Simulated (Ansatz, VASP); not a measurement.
# Two plane-wave programs on MnO2

Contents of INCAR:

```
SYSTEM = MnO2
PREC     = Accurate       ! precision mode
ENCUT    = 600            ! plane-wave cutoff, eV
EDIFF    = 1E-6           ! SCF threshold, eV
ISMEAR   = -1             ! smearing method
SIGMA    = 0.01           ! smearing width, eV
LREAL    = .FALSE.        ! projectors in reciprocal space
LASPH    = .TRUE.         ! aspherical terms in the spheres
NELM     = 120            ! most SCF steps
ALGO     = Normal         ! electronic algorithm
ISIF     = 2              ! what is computed and relaxed
LWAVE    = .FALSE.        ! write WAVECAR
LCHARG   = .FALSE.        ! write CHGCAR
GGA      = PE             ! functional
NBANDS   = 36             ! bands
GGA_COMPAT= .FALSE.
```

KPOINTS

```
Automatic mesh
0
G
  5 5 7
  0 0 0
```

File POSCAR:

```
MnO2
1.0
    4.3983000000      0.0000000000      0.0000000000
    0.0000000000      4.3983000000      0.0000000000
    0.0000000000      0.0000000000      2.8730000000
Mn O
2 4
Direct
    0.0000000000      0.0000000000      0.0000000000
    0.5000000000      0.5000000000      0.5000000000
    0.3051500000      0.3051500000      0.0000000000
    0.1948500000      0.8051500000      0.5000000000
    0.6948500000      0.6948500000      0.0000000000
    0.8051500000      0.1948500000      0.5000000000
```

Input for Ansatz:

```yaml
crystal:
  lattice:
    - [4.3983, 0.0, 0.0]
    - [0.0, 4.3983, 0.0]
    - [0.0, 0.0, 2.873]
  atoms:
    - { symbol: Mn, position: [0.0, 0.0, 0.0] }
    - { symbol: Mn, position: [0.5, 0.5, 0.5] }
    - { symbol: O, position: [0.30515, 0.30515, 0.0] }
    - { symbol: O, position: [0.19485, 0.80515, 0.5] }
    - { symbol: O, position: [0.69485, 0.69485, 0.0] }
    - { symbol: O, position: [0.80515, 0.19485, 0.5] }
hamiltonian:
  xc: pbe
  pseudopotentials: { kind: paw }
basis:
  ecutwfc: 420
kpoints:
  mp_grid: { grid: [5, 5, 7] }
scf:
  occupations: { method: fermi_dirac, width: 0.01 }
  lower_state_search: "off"
  algorithm: density_mixing
  max_iter: 50
  mixing: {}
output:
  forces: true
  stress: true
```

Alike in both runs: task single point; functional PBE; k mesh 5 × 5 × 7; occupations fermi-dirac, width 0.01 eV; no spin polarisation.

|  | VASP | Ansatz |
| --- | --- | --- |
| version | VASP 6.6.1 | Ansatz 0.2.0 |
| potentials or method | VASP PAW PBE potentials, release 64 (Mn_sv, O), cutoff 600 eV | PAW, plane waves, scalar-relativistic |
| valence electrons in the cell | 54 | 54 |

Ansatz gave:

| Quantity | Value |
| --- | --- |
| pressure (GPa) | -6.4 |
| traceless stress, the component that is largest in VASP (GPa) | -4.93 |
| rms of the force components (eV/Å) | 0.148 |

Problem. What did VASP give for the same quantities?

Solution. Pressure (GPa): -8.1; traceless stress, the component that is largest in VASP (GPa): -4.92; rms of the force components (eV/Å): 0.152.

Atom by atom the forces differ by 0.004 eV/Å (rms over components). The functional is the same, so the differences come from potentials, cutoffs and numerics.
